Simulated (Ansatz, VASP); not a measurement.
# WC: VASP beside Ansatz

Contents of INCAR:

```
PREC     = Accurate       # precision mode
ENCUT    = 600            # plane-wave cutoff, eV
EDIFF    = 1E-7           # SCF threshold, eV
ISMEAR   = 0              # smearing method
SIGMA    = 0.2            # smearing width, eV
LREAL    = F              # projectors in reciprocal space
LASPH    = T              # aspherical terms in the spheres
NELM     = 120            # most SCF steps
ALGO     = Normal         # electronic algorithm
ISIF     = 3              # what is computed and relaxed
LWAVE    = F              # write WAVECAR
LCHARG   = F              # write CHGCAR
GGA      = PE             # functional
IBRION   = 2              # ionic algorithm
NSW      = 36             # ionic steps
EDIFFG   = -0.08          # ionic threshold
GGA_COMPAT= F            
NELMIN   = 4
```

KPOINTS

```
regular mesh
0
Gamma
  7 7 5
```

POSCAR

```
WC
1.0
    3.0713376100      0.0000000000      0.0000000000
   -1.5356688100      2.6598564000      0.0000000000
    0.0000000000      0.0000000000      4.2054946700
W C
1 1
Direct
    0.6666666700      0.3333333300      0.6360437600
    0.3333333300      0.6666666700      0.9216599100
```

Input for Ansatz:

```yaml
crystal:
  lattice:
    - [3.07133761, 0.0, 0.0]
    - [-1.53566881, 2.6598564, 0.0]
    - [0.0, 0.0, 4.20549467]
  atoms:
    - { symbol: W, position: [0.66666667, 0.33333333, 0.63604376] }
    - { symbol: C, position: [0.33333333, 0.66666667, 0.92165991] }
basis:
  ecutwfc: 420
kpoints:
  mp_grid: { grid: [7, 7, 5] }
hamiltonian:
  xc: pbe
scf:
  occupations: { method: gaussian, width: 0.2 }
  lower_state_search: "off"
output:
  forces: true
  stress: true
  eigenvalues: true
relax:
  adjacent_minimum: "off"
  f_tol: 0.08
  max_steps: 16
  cell: { stress_tol: 0.8 }
```

Alike in both runs: task relaxation of cell and atoms; functional PBE; k mesh 7 × 7 × 5; occupations gaussian, width 0.2 eV; no spin polarisation.

```csv
,VASP,Ansatz
version,VASP 6.6.1,Ansatz 0.2.0
potentials or method,"VASP PAW PBE potentials, release 64 (W_sv, C), cutoff 600 eV","scalar-relativistic, plane waves, PAW"
valence electrons in the cell,18,18
```

```csv
,VASP,Ansatz,Ansatz less VASP
"gap on the k mesh at the Fermi level, each at its own relaxed structure (eV)",none,none,-
relaxed volume (Å³/atom),10.55,10.54,-0.011
relaxed cell length with the largest relative difference (Å),2.845,2.843,-0.0012
```

A gap of «none» marks a metal or a gap that the smearing closes.

Neither program's run includes spin-orbit coupling. Noted on VASP's run: the volume moved by over 15 % at a fixed basis, so the end points are rough.
